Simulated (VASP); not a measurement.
Ti2Co, 6 atoms in the cell. It takes space group Fd-3m (No. 227, cubic). Conventional cell: a = 6.822 Å, b = 6.822 Å, c = 6.822 Å, α = 90.00°, β = 90.00°, γ = 90.00°. Ti (site symmetry -3m) has 6 Ti at 2.41 Å and 6 Co at 2.83 Å within 3.2 Å. Co (site symmetry -43m) has 12 Ti at 2.83 Å and 4 Co at 2.95 Å within 3.7 Å. 

| Quantity | Value |
| --- | --- |
| Program | VASP 6.6.1 |
| Task | single point |
| Functional | LDA |
| Potentials or basis | VASP PAW LDA potentials, release 64 (Ti_sv, Co) |
| Cutoff | 520 eV |
| k mesh | 10 × 10 × 10 |
| Occupations | gaussian, width 0.2 eV |
| Spin | collinear spin, ferromagnetic start |
| Starting moments | [0.0, 0.0, 0.0, 0.0, 0.58, 0.58] μB |
| Dipole correction | no |
| Further INCAR settings | ALGO = Normal; EDIFF = 1e-07; NBANDS = 46 |

Potentials or basis: VASP PAW LDA potentials, release 64 (Ti_sv, Co).

Command:

```bash
$ cat potpaw_LDA.64/Ti_sv/POTCAR potpaw_LDA.64/Co/POTCAR > POTCAR
$ mpirun -np 1 vasp_std > vasp.out
```

Hardware: 1 thread of Intel Xeon 8259CL, on a shared host.

Estimate the wall time of this run.

Run time: 27 min on 1 thread of Intel Xeon 8259CL (shared host), peak memory 0.37 GiB. Counts: scf iterations 40, k points 47.
